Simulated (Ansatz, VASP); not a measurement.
One calculation of SrTiO3, two programs

The input INCAR:

```
SYSTEM = SrTiO3
ALGO = Normal ; EDIFF = 1E-6
ENCUT = 600 ; GGA = PE
GGA_COMPAT = .FALSE. ; ISIF = 2
ISMEAR = 0 ; LASPH = .TRUE.
LCHARG = .FALSE. ; LREAL = .FALSE.
LWAVE = .FALSE. ; NBANDS = 28
NELM = 120 ; PREC = Accurate
SIGMA = 0.03
```

Contents of KPOINTS:

```
k-points
0
G
  6 6 6
  0 0 0
```

The input POSCAR:

```
SrTiO3
1.0
    3.9050000000      0.0000000000      0.0000000000
    0.0000000000      3.9050000000      0.0000000000
    0.0000000000      0.0000000000      3.9050000000
Sr Ti O
1 1 3
Direct
    0.0000000000      0.0000000000      0.0000000000
    0.5000000000      0.5000000000      0.5000000000
    0.5000000000      0.5000000000      0.0000000000
    0.5000000000      0.0000000000      0.5000000000
    0.0000000000      0.5000000000      0.5000000000
```

Input for Ansatz:

```yaml
crystal:
  lattice:
    - [3.905, 0.0, 0.0]
    - [0.0, 3.905, 0.0]
    - [0.0, 0.0, 3.905]
  atoms:
    - { symbol: Sr, position: [0.0, 0.0, 0.0] }
    - { symbol: Ti, position: [0.5, 0.5, 0.5] }
    - { symbol: O, position: [0.5, 0.5, 0.0] }
    - { symbol: O, position: [0.5, 0.0, 0.5] }
    - { symbol: O, position: [0.0, 0.5, 0.5] }
scf:
  occupations: { method: gaussian, width: 0.03 }
output:
  eigenstates: { nscf_kmesh: { grid: [8, 8, 8] } }
hamiltonian:
  xc: pbe
kpoints:
  mp_grid: { grid: [6, 6, 6] }
```

Alike in both runs: task single point; functional PBE; k mesh 6 × 6 × 6; occupations gaussian, width 0.03 eV; no spin polarisation.

```csv
,VASP,Ansatz
version,VASP 6.6.1,Ansatz 0.2.0
potentials or method,"VASP PAW PBE potentials, release 64 (Sr_sv, Ti_sv, O)","scalar-relativistic, plane waves, PAW"
plane-wave cutoff (eV),600,420
valence electrons in the cell,40,40
```

```tsv
	VASP	Ansatz	Ansatz less VASP
gap on the k mesh at the Fermi level (eV)	1.86	1.89	+0.029
least direct gap on the mesh (eV)	2.21	2.23	+0.019
```
